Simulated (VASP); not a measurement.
# TiTe2 (P-3m1) in VASP: settings compared

Aim: see how the results for TiTe2 move with the level of theory and the settings. Levels: r2SCAN+D3(BJ), r2SCAN+rVV10. Tasks: single point.

All numbers are computed with VASP 6.6.1; they aren't measurements. Logs are shortened: lines on timing, memory, paths and dates and some standing lists are left out, and cuts for length are marked.

## Step 1: The cell of the first run

The structure is trigonal, space group P-3m1 (No. 164). The conventional cell has a = 3.768 Å, b = 3.768 Å, c = 6.500 Å, α = 90.00°, β = 90.00°, γ = 120.00°. Ti (site symmetry -3m) has 6 Te at 2.74 Å within 3.6 Å. Within 3.6 Å of Te (site symmetry 3m) lie 3 Ti at 2.74 Å.

## Step 2: Single point, r2SCAN+D3(BJ) (volume scaled by 0.98)

File POSCAR:

```
TiTe2
1.0
    3.7677221672      0.0000000000      0.0000000000
   -1.8838610836      3.2629431111      0.0000000000
    0.0000000000      0.0000000000      6.4997274612
Ti Te
1 2
Direct
    0.0000000000      0.0000000000      0.0000000000
    0.3333333333      0.6666666667      0.2573990701
    0.6666666667      0.3333333333      0.7426009299
```

File INCAR.step1:

```
  PREC = Accurate
  ENCUT = 520
  ISMEAR = 0
  SIGMA = 0.05
  LREAL = F
  LASPH = T
  NELM = 80
  NBANDS = 19
  GGA = PE
  ALGO = Normal
  EDIFF = 1E-4
  LWAVE = T
  LCHARG = F
```

File INCAR.step2:

```
  PREC = Accurate
  ENCUT = 520
  EDIFF = 1E-7
  ISMEAR = 0
  SIGMA = 0.05
  LREAL = F
  LASPH = T
  NELM = 80
  ALGO = Normal
  ISIF = 2
  LWAVE = F
  LCHARG = T
  METAGGA = R2SCAN
  LMIXTAU = T
  IVDW = 12
  VDW_S6 = 1.0
  VDW_S8 = 0.78981345
  VDW_A1 = 0.49484001
  VDW_A2 = 5.73083694
  LELF = T
  LVHAR = T
  NBANDS = 19
  ISTART = 1
```

File KPOINTS:

```
regular mesh
0
Gamma
  8 8 4
```

Potentials or basis: VASP PAW PBE potentials, release 64 (Ti_sv, Te).

The run is started by

```bash
$ cat potpaw_PBE.64/Ti_sv/POTCAR potpaw_PBE.64/Te/POTCAR > POTCAR
$ cp INCAR.step1 INCAR
$ mpirun -np 1 vasp_std > vasp.out
$ cp INCAR.step2 INCAR
$ mpirun -np 1 vasp_std > vasp.out
```

OUTCAR:

```text
PREC = Accurate
   ENCUT = 520
   EDIFF = 1E-7
   ISMEAR = 0
   LREAL = F
   LASPH = T
   NELM = 80
   ISIF = 2
   METAGGA = R2SCAN
   IVDW = 12
   ISTART = 1
 IVDW          = 12

 ion  position               nearest neighbor table
   1  0.000  0.000  0.000-   2 2.74   3 2.74   2 2.74   3 2.74   3 2.74   2 2.74
   2  0.333  0.667  0.257-   1 2.74   1 2.74   1 2.74
   3  0.667  0.333  0.743-   1 2.74   1 2.74   1 2.74

  LATTYP: Found a hexagonal cell.
 ALAT       =     3.7677221672
 C/A-ratio  =     1.7251079492

  Lattice vectors:

 A1 = (   3.7677221672,   0.0000000000,   0.0000000000)
 A2 = (  -1.8838610836,   3.2629431111,   0.0000000000)
 A3 = (   0.0000000000,   0.0000000000,   6.4997274612)

Analysis of symmetry for initial positions (statically):
=====================================================================
 Subroutine PRICEL returns:
 Original cell was already a primitive cell.

 Routine SETGRP: Setting up the symmetry group for a
 hexagonal supercell.

 Subroutine GETGRP returns: Found 12 space group operations
 (whereof 12 operations were pure point group operations)
 out of a pool of 24 trial point group operations.

The static configuration has the point symmetry D_3d.

Analysis of symmetry for dynamics (positions and initial velocities):
=====================================================================
 Subroutine PRICEL returns:
 Original cell was already a primitive cell.

 Routine SETGRP: Setting up the symmetry group for a
 hexagonal supercell.

 Subroutine GETGRP returns: Found 12 space group operations
 (whereof 12 operations were pure point group operations)
 out of a pool of 24 trial point group operations.

The dynamic configuration has the point symmetry D_3d.

 Subroutine INISYM returns: Found 12 space group operations
 (whereof 12 operations are pure point group operations),
 and found     1 'primitive' translations

----------------------------------------------------------------------------------------

                                     Primitive cell

  volume of cell :      79.9068

  direct lattice vectors                    reciprocal lattice vectors
     3.767722167  0.000000000  0.000000000     0.265412351  0.153235893  0.000000000
    -1.883861084  3.262943111  0.000000000     0.000000000  0.306471785  0.000000000
     0.000000000  0.000000000  6.499727461     0.000000000  0.000000000  0.153852605

  length of vectors
     3.767722167  3.767722167  6.499727461     0.306471785  0.306471785  0.153852605

  position of ions in fractional coordinates (direct lattice)
     0.000000000  0.000000000  0.000000000
     0.333333333  0.666666667  0.257399070
     0.666666667  0.333333333  0.742600930

  ion indices of the primitive-cell ions
   primitive index   ion index
                 1           1
                 2           2
                 3           3

----------------------------------------------------------------------------------------

 KPOINTS: regular mesh

Automatic generation of k-mesh.
 Grid dimensions read from file:
 generate k-points for:    8    8    4

 Generating k-lattice:

  Cartesian coordinates                     Fractional coordinates (reciprocal lattice)
     0.033176544  0.019154487  0.000000000     0.125000000  0.000000000  0.000000000
     0.000000000  0.038308973  0.000000000     0.000000000  0.125000000  0.000000000
     0.000000000  0.000000000  0.038463151     0.000000000  0.000000000  0.250000000

  Length of vectors
     0.038308973  0.038308973  0.038463151

  Shift w.r.t. Gamma in fractional coordinates (k-lattice)
     0.000000000  0.000000000  0.000000000

 Subroutine IBZKPT returns following result:
 ===========================================

 Found     35 irreducible k-points:

 Following reciprocal coordinates:
            Coordinates               Weight
  0.000000  0.000000  0.000000      1.000000
  0.125000  0.000000  0.000000      6.000000
  0.250000  0.000000  0.000000      6.000000
  0.375000  0.000000  0.000000      6.000000
  0.500000  0.000000  0.000000      3.000000
  0.125000  0.125000  0.000000      6.000000
[... 16 lines left out ...]
 -0.125000  0.500000  0.250000     12.000000
  0.250000  0.250000  0.250000     12.000000
 [... further k-points ...]
   k-points           NKPTS =     35   k-points in BZ     NKDIM =     35   number of bands    NBANDS=     19
   number of dos      NEDOS =    301   number of ions     NIONS =      3
   total plane-waves  NPLWV =  37632
   dimension x,y,z NGX =    28 NGY =   28 NGZ =   48
   dimension x,y,z NGXF=    56 NGYF=   56 NGZF=   96
   ions per type =               1   2
   NGX,Y,Z   is equivalent  to a cutoff of  12.35, 12.35, 12.28 a.u.
   NGXF,Y,Z  is equivalent  to a cutoff of  24.71, 24.71, 24.55 a.u.
 SYSTEM =  unknown system
   PREC   = accura    normal or accurate (medium, high low for compatibility)
   ISTART =      1    job   : 0-new  1-cont  2-samecut
   ICHARG =      0    charge: 1-file 2-atom 10-const
   ISPIN  =      1    spin polarized calculation?
   LNONCOLLINEAR =      F non collinear calculations
   LSORBIT =      F    spin-orbit coupling
   LASPH  =      T    aspherical Exc in radial PAW
   ENCUT  =  520.0 eV  38.22 Ry    6.18 a.u.   7.01  7.01 12.09*2*pi/ulx,y,z
   NELM   =     80;   NELMIN=  2; NELMDL=  0     # of ELM steps
   EDIFF  = 0.1E-06   stopping-criterion for ELM
   LREAL  =      F    real-space projection
   EDIFFG = 0.1E-05   stopping-criterion for IOM
   NSW    =      0    number of steps for IOM
   IBRION =     -1    ionic relax: 0-MD 1-quasi-New 2-CG
   NFREE  =      0    steps in history (QN), initial steepest desc. (CG)
   ISIF   =      2    stress and relaxation
   ISYM   =      2    0-nonsym 1-usesym 2-fastsym
   POTIM  = 0.5000    time-step for ionic-motion
   TEBEG  =    0.0;   TEEND  =   0.0 temperature during run
   PSTRESS=    0.0 pullay stress
   NELECT =      24.0000    total number of electrons
   NUPDOWN=      -1.0000    fix difference up-down
   EMIN   =  10.00;   EMAX   =-10.00  energy-range for DOS
   EFERMI =   0.00;   METHOD = LEGACY
   ISMEAR =     0;   SIGMA  =   0.05  broadening in eV -4-tet -1-fermi 0-gaus
   EFERMI_NEDOS =   21; number of points for ismear=-14 and -15
   IALGO  =     38    algorithm
   IMIX   =      4    mixing-type and parameters
     AMIX     =   0.40;   BMIX     =  1.00
     AMIX_MAG =   1.60;   BMIX_MAG =  1.00
  volume/ion in A,a.u.               =      26.64       179.75
  Fermi-wavevector in a.u.,A,eV,Ry     =   1.096354  2.071808 16.354090  1.201992
  Thomas-Fermi vector in A             =   2.232694
   LORBIT       =      0    0 simple, 1 ext, 2 COOP (PROOUT), +10 PAW based schemes
   METAGGA = R2SCAN    functional components
   LHFCALC =     F    Hartree Fock is set to
   AEXX    =    0.0000 exact exchange contribution
   IVDW    =    12    specifies the selected vdW correction
   LEPSILON=     F    determine dielectric tensor
   LRPA    =     F    only Hartree local field effects (RPA)
 non-spin polarized calculation
 Gauss-broadening in eV      SIGMA  =   0.05
  energy-cutoff  :      520.00
  volume of cell :       79.91
 maximum number of plane-waves:      2171
   NGX = 13   NGY = 13   NGZ = 25

 number of electron      23.9999997 magnetization

 Free energy of the ion-electron system (eV)
  ---------------------------------------------------
  ext. energy  EPLUGINS =         0.00000000
  ---------------------------------------------------
  free energy    TOTEN  =       -66.26189471 eV

  energy without entropy =      -66.26044196  energy(sigma->0) =      -66.26116834

 E-fermi :   6.8546     XC(G=0): -10.3459

 val. band max:        6.8453593220   @ k =   0.3750   0.0000   0.5000
 cond. band min:       6.8604156172   @ k =   0.5000   0.0000   0.2500
 fundamental gap:      0.0150562952
 Fermi energy:         6.8545830272

 k-point     1 :       0.0000    0.0000    0.0000
  band No.  band energies     occupation
      1     -53.1373      2.00000
      2     -28.3520      2.00000
      3     -28.3520      2.00000
      4     -28.3205      2.00000
      5      -6.2010      2.00000
      6      -4.5984      2.00000
[... 11 lines left out ...]
     18      12.4461      0.00000
     19      13.6918      0.00000

 k-point     2 :       0.1250    0.0000    0.0000
  band No.  band energies     occupation
      1     -53.1368      2.00000
      2     -28.3589      2.00000
      3     -28.3536      2.00000
      4     -28.3189      2.00000
      5      -6.0172      2.00000
      6      -4.5069      2.00000
[... 11 lines left out ...]
     18      13.3242      0.00000
     19      14.3526      0.00000

 k-point     3 :       0.2500    0.0000    0.0000
  band No.  band energies     occupation
      1     -53.1356      2.00000
      2     -28.3754      2.00000
      3     -28.3573      2.00000
      4     -28.3148      2.00000
      5      -5.5035      2.00000
      6      -4.2786      2.00000
[... 11 lines left out ...]
     18      12.9947      0.00000
     19      13.9490      0.00000

 k-point     4 :       0.3750    0.0000    0.0000
  band No.  band energies     occupation
      1     -53.1344      2.00000
      2     -28.3919      2.00000
      3     -28.3611      2.00000
      4     -28.3108      2.00000
      5      -4.8051      2.00000
      6      -4.0786      2.00000
[... 407 lines left out ...]
     18      12.0245      0.00000
     19      13.6257      0.00000

 k-point    23 :      -0.1250    0.5000    0.2500
  band No.  band energies     occupation
      1     -53.1339      2.00000
      2     -28.3949      2.00000
      3     -28.3664      2.00000
      4     -28.3091      2.00000
      5      -4.4081      2.00000
      6      -4.0250      2.00000
[... 11 lines left out ...]
     18      12.3958      0.00000
     19      13.3098      0.00000

 k-point    24 :       0.2500    0.2500    0.2500
  band No.  band energies     occupation
      1     -53.1339      2.00000
      2     -28.3897      2.00000
      3     -28.3717      2.00000
      4     -28.3091      2.00000
      5      -4.4094      2.00000
      6      -4.0522      2.00000
[... 11 lines left out ...]
     18      12.4861      0.00000
     19      13.3743      0.00000

 [... further k-points ...]

------------------------ aborting loop because EDIFF is reached ----------------------------------------

 Edisp (eV)   -0.69118

 E8    (eV) :    -0.2521

  FORCE on cell =-STRESS in cart. coord.  units (eV):
  Direction    XX          YY          ZZ          XY          YZ          ZX
  --------------------------------------------------------------------------------------
  -------------------------------------------------------------------------------------
  Total       0.60033     0.60033     0.62097     0.00000     0.00000     0.00000
  in kB      12.03689    12.03689    12.45084     0.00000     0.00000     0.00000
  external pressure =       12.17 kB  Pullay stress =        0.00 kB

 VOLUME and BASIS-vectors are now :
 -----------------------------------------------------------------------------
  energy-cutoff  :      520.00
  volume of cell :       79.91
      direct lattice vectors                 reciprocal lattice vectors
     3.767722167  0.000000000  0.000000000     0.265412351  0.153235893  0.000000000
    -1.883861084  3.262943111  0.000000000     0.000000000  0.306471785  0.000000000
     0.000000000  0.000000000  6.499727461     0.000000000  0.000000000  0.153852605

 POSITION                                       TOTAL-FORCE (eV/Angst)
 -----------------------------------------------------------------------------------
      0.00000      0.00000      0.00000        -0.000000      0.000000      0.000000
     -0.00000      2.17530      1.67302         0.000000      0.000000      0.204803
      1.88386      1.08765      4.82670         0.000000     -0.000000     -0.204803
 -----------------------------------------------------------------------------------
    total drift:                               -0.000000      0.000000      0.000000

  FREE ENERGIE OF THE ION-ELECTRON SYSTEM (eV)
  ---------------------------------------------------
  free  energy   TOTEN  =       -66.9530725631 eV

  energy  without entropy=      -66.9516198138  energy(sigma->0) =      -66.95234619
```

Run time: 2.2 min. Hardware: 1 thread of Intel Xeon Platinum 8375C at 2.90GHz (Ice Lake), shared host; peak memory 0.23 GiB.

What came out:

- Free energy: -66.9531 eV
- Pressure: 1.2 GPa
- Largest force: 0.205 eV/Å
- Band gap on the k mesh: zero (band 12 reaches 7.26 eV, above the bottom of band 13 at 6.65 eV)
- Dispersion energy per atom: -0.230 eV

Forces in eV/Å, atoms in the order of the input:
```
Ti   0.000  0.000  0.000
Te   0.000  0.000  0.205
Te   0.000  0.000 -0.205
```

Levels at points of the mesh, in eV from the Fermi level:
| k point | band 8 | band 9 | band 10 | band 11 | band 12 | band 13 | band 14 | band 15 | band 16 | band 17 |
| --- | --- | --- | --- | --- | --- | --- | --- | --- | --- | --- |
| (0.00, 0.00, 0.00) | -2.04 | -2.04 | 0.39 | 0.39 | 0.41 | 0.50 | 0.96 | 0.96 | 3.25 | 3.25 |
| (0.50, 0.00, 0.00) | -4.02 | -2.92 | -2.63 | -2.11 | -1.36 | 0.09 | 1.22 | 1.62 | 2.56 | 3.46 |
| (0.00, 0.00, 0.50) | -2.74 | -1.98 | -1.98 | 0.38 | 0.38 | 0.67 | 0.67 | 1.20 | 3.65 | 3.65 |
| (0.50, 0.00, 0.50) | -4.84 | -2.68 | -2.35 | -1.21 | -0.90 | -0.20 | 1.21 | 1.59 | 2.76 | 3.64 |

Caveat: the cell differs from its parent crystal (volume scaled by 0.98); three body term missing; the PAW data sets were made with another functional, which shifts forces and pressure a little; spin-orbit coupling is left out, which moves the levels of the heavy elements.

## Step 3: Single point, r2SCAN+rVV10

This run uses another cell than the first one, of 26.76 Å³/atom, 1.005 times its volume.

File POSCAR:

```
TiTe2
1.0
    3.7820461403      0.0000000000      0.0000000000
   -1.8910230702      3.2753480357      0.0000000000
    0.0000000000      0.0000000000      6.4806690017
Ti Te
1 2
Direct
    0.0000000000      0.0000000000      0.0000000000
    0.3333333333      0.6666666667      0.2601576389
    0.6666666667      0.3333333333      0.7398423611
```

File INCAR.step1:

```
ALGO = Normal ; EDIFF = 1E-4
ENCUT = 520 ; GGA = PE
ISMEAR = 0 ; LASPH = True
LCHARG = False ; LREAL = False
LWAVE = True ; NBANDS = 19
NELM = 60 ; PREC = Accurate
SIGMA = 0.05
```

File INCAR.step2:

```
ALGO = Normal ; BPARAM = 11.95
CPARAM = 0.0093 ; EDIFF = 1E-7
ENCUT = 520 ; ISIF = 2
ISMEAR = 0 ; ISTART = 1
IVDW_NL = 2 ; LASPH = True
LCHARG = False ; LMIXTAU = True
LREAL = False ; LUSE_VDW = True
LWAVE = False ; METAGGA = R2SCAN
NBANDS = 19 ; NELM = 60
PREC = Accurate ; SIGMA = 0.05
```

File KPOINTS:

```
k-points
0
Gamma
  8 8 4
```

Potentials or basis: VASP PAW PBE potentials, release 64 (Ti_sv, Te).

The run is started by

```bash
$ cat potpaw_PBE.64/Ti_sv/POTCAR potpaw_PBE.64/Te/POTCAR > POTCAR
$ cp INCAR.step1 INCAR
$ mpirun -np 1 vasp_std > vasp.out
$ cp INCAR.step2 INCAR
$ mpirun -np 1 vasp_std > vasp.out
```

Run time: 3 min. Hardware: 1 thread of Intel Xeon Platinum 8375C at 2.90GHz (Ice Lake), shared host; peak memory 0.37 GiB.

Results (log left out):

| Quantity | Value |
| --- | --- |
| Free energy | -65.6791 eV |
| Pressure | 0.9 GPa |
| Largest force | 0.032 eV/Å |
| Band gap on the k mesh | zero (band 12 reaches 7.26 eV, above the bottom of band 13 at 6.59 eV) |

Forces in eV/Å, atoms in the order of the input:
```
Ti   0.000  0.000  0.000
Te   0.000  0.000  0.032
Te   0.000  0.000 -0.032
```

Levels at points of the mesh, in eV from the Fermi level:
```csv
k point,band 10,band 11,band 12,band 13,band 14,band 15
"(0.00, 0.00, 0.00)",0.39,0.39,0.47,0.49,0.94,0.94
"(0.50, 0.00, 0.00)",-2.61,-2.07,-1.38,0.08,1.20,1.59
"(0.00, 0.00, 0.50)",-1.94,0.39,0.39,0.63,0.63,1.18
"(0.50, 0.00, 0.50)",-2.33,-1.17,-0.87,-0.20,1.20,1.56
```

Caveat: the PAW data sets were made with another functional, which shifts forces and pressure a little; spin-orbit coupling is left out, which moves the levels of the heavy elements.

## Step 4: Single point, r2SCAN+D3(BJ)

This run uses another cell than the first one, of 26.76 Å³/atom, 1.005 times its volume.

File POSCAR:

```
TiTe2
1.0
    3.7768978388      0.0000000000      0.0000000000
   -1.8884489194      3.2708894759      0.0000000000
    0.0000000000      0.0000000000      6.4983486841
Ti Te
1 2
Direct
    0.0000000000      0.0000000000      0.0000000000
    0.3333333333      0.6666666667      0.2597508310
    0.6666666667      0.3333333333      0.7402491690
```

File INCAR.step1:

```
SYSTEM = TiTe2
  ALGO = Normal
  EDIFF = 1E-4
  ENCUT = 520
  GGA = PE
  ISMEAR = 0
  LASPH = .TRUE.
  LCHARG = .FALSE.
  LREAL = .FALSE.
  LWAVE = .TRUE.
  NBANDS = 19
  NELM = 80
  PREC = Accurate
  SIGMA = 0.05
```

File INCAR.step2:

```
SYSTEM = TiTe2
  ALGO = Normal
  EDIFF = 1E-6
  ENCUT = 520
  ISIF = 2
  ISMEAR = 0
  ISTART = 1
  IVDW = 12
  LASPH = .TRUE.
  LCHARG = .FALSE.
  LMIXTAU = .TRUE.
  LREAL = .FALSE.
  LWAVE = .FALSE.
  METAGGA = R2SCAN
  NBANDS = 19
  NELM = 80
  PREC = Accurate
  SIGMA = 0.05
  VDW_A1 = 0.49484001
  VDW_A2 = 5.73083694
  VDW_S6 = 1.0
  VDW_S8 = 0.78981345
```

File KPOINTS:

```
k-points
0
G
  8 8 4
  0 0 0
```

The run is started by

```bash
$ cat potpaw_PBE.64/Ti_sv/POTCAR potpaw_PBE.64/Te/POTCAR > POTCAR
$ cp INCAR.step1 INCAR
$ mpirun -np 1 vasp_std > vasp.out
$ cp INCAR.step2 INCAR
$ mpirun -np 1 vasp_std > vasp.out
```

Wall time 2.1 min (1 thread of Intel Xeon Platinum 8375C at 2.90GHz (Ice Lake), shared host); peak memory 0.23 GiB.

Results (log left out):

```
Free energy                : -66.9583 eV
Pressure                   : 0.3 GPa
Largest force              : 0.009 eV/Å
Band gap on the k mesh     : zero (band 12 reaches 7.23 eV, above the bottom of band 13 at 6.60 eV)
Dispersion energy per atom : -0.229 eV
```

Forces on the atoms (eV/Å):
```
Ti   0.000  0.000  0.000
Te   0.000  0.000  0.009
Te   0.000  0.000 -0.009
```

Stress tensor (GPa, compression positive):
```
0.41 0.00 0.00
0.00 0.41 0.00
0.00 0.00 0.17
```

Levels at points of the mesh, in eV from the Fermi level:
| k point | band 10 | band 11 | band 12 | band 13 | band 14 | band 15 |
| --- | --- | --- | --- | --- | --- | --- |
| (0.00, 0.00, 0.00) | 0.40 | 0.40 | 0.42 | 0.48 | 0.94 | 0.94 |
| (0.50, 0.00, 0.00) | -2.61 | -2.07 | -1.36 | 0.08 | 1.21 | 1.60 |
| (0.00, 0.00, 0.50) | -1.93 | 0.39 | 0.39 | 0.65 | 0.65 | 1.17 |
| (0.50, 0.00, 0.50) | -2.33 | -1.19 | -0.87 | -0.20 | 1.20 | 1.57 |

Caveat: three body term missing; the PAW data sets were made with another functional, which shifts forces and pressure a little; spin-orbit coupling is left out, which moves the levels of the heavy elements.

## Step 5: Overview

| level | cell | gap on the mesh (eV) | pressure (GPa) | largest force (eV/Å) |
| --- | --- | --- | --- | --- |
| r2SCAN+D3(BJ) | a = 3.768, b = 3.768, c = 6.500 Å, angles 90.0, 90.0, 120.0°, 3 atoms | none | 1.2 | 0.20 |
| r2SCAN+rVV10 | a = 3.782, b = 3.782, c = 6.481 Å, angles 90.0, 90.0, 120.0°, 3 atoms | none | 0.9 | 0.03 |
| r2SCAN+D3(BJ) | a = 3.777, b = 3.777, c = 6.498 Å, angles 90.0, 90.0, 120.0°, 3 atoms | none | 0.3 | 0.01 |

Alike in all rows: task single point; potentials or basis VASP PAW PBE potentials, release 64 (Ti_sv, Te); no spin polarisation; k mesh 8 × 8 × 4; cutoff (eV) 520; smearing gaussian 0.05 eV.

Caveats: the PAW data sets were made with another functional, which shifts forces and pressure a little; spin-orbit coupling is left out, which moves the levels of the heavy elements; three body term missing (some runs).

Total energies depend on the potentials used, so only differences within one code and one set of settings carry meaning.
